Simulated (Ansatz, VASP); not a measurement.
**Two plane-wave programs on Ca**

File INCAR:

```
PREC = Accurate
ENCUT = 520
EDIFF = 1E-6
ISMEAR = -1
SIGMA = 0.1
LREAL = F
LASPH = T
NELM = 100
ALGO = Normal
ISIF = 2
LWAVE = F
LCHARG = T
GGA = RE
LELF = T
LVHAR = T
NBANDS = 22
```

The input KPOINTS:

```
Automatic mesh
0
Gamma
  7 7 9
```

POSCAR

```
Ca
1.0
    6.2786431121      0.0000000000      0.0000000000
   -3.1393215561      5.4374644364      0.0000000000
    0.0000000000      0.0000000000      3.7527603000
Ca
3
Direct
    1.0000000000      1.0000000000      0.0000000000
    0.3333333333      0.6666666667      0.5000000000
    0.6666666667      0.3333333333      0.5000000000
```

Input for Ansatz:

```yaml
crystal:
  lattice:
    - [6.2786431121, 0.0, 0.0]
    - [-3.1393215561, 5.4374644364, 0.0]
    - [0.0, 0.0, 3.7527603]
  atoms:
    - { symbol: Ca, position: [1.0, 1.0, 0.0] }
    - { symbol: Ca, position: [0.3333333333, 0.6666666667, 0.5] }
    - { symbol: Ca, position: [0.6666666667, 0.3333333333, 0.5] }
hamiltonian:
  xc: revpbe
  pseudopotentials:
    kind: paw
    azcp:
      Ca: "pseudopotentials/Ca.paw.azcp"
basis:
  ecutwfc: 420
  fft_grid_basis: typed
kpoints:
  mp_grid: { grid: [7, 7, 9], shift: [0, 0, 0] }
magnetization:
  spin_polarized: false
scf:
  occupations: { method: fermi_dirac, width: 0.1 }
  lower_state_search: "off"
output:
  stress: true
```

Alike in both runs: task single point; functional revPBE; k mesh 7 × 7 × 9; occupations fermi-dirac, width 0.1 eV; no spin polarisation.

```csv
,VASP,Ansatz
version,VASP 6.6.1,Ansatz 0.2.0
potentials or method,"VASP PAW PBE potentials, release 64 (Ca_sv), cutoff 520 eV","plane waves (420 eV) with PAW, scalar-relativistic"
valence electrons in the cell,30,30
```

|  | VASP | Ansatz | Ansatz less VASP |
| --- | --- | --- | --- |
| pressure (GPa) | 0.7 | 0.7 | -0.01 |
| traceless stress, the component that is largest in VASP (GPa) | -0.08 | -0.08 | +0.001 |

VASP's potentials were made for PBE, not for revPBE.
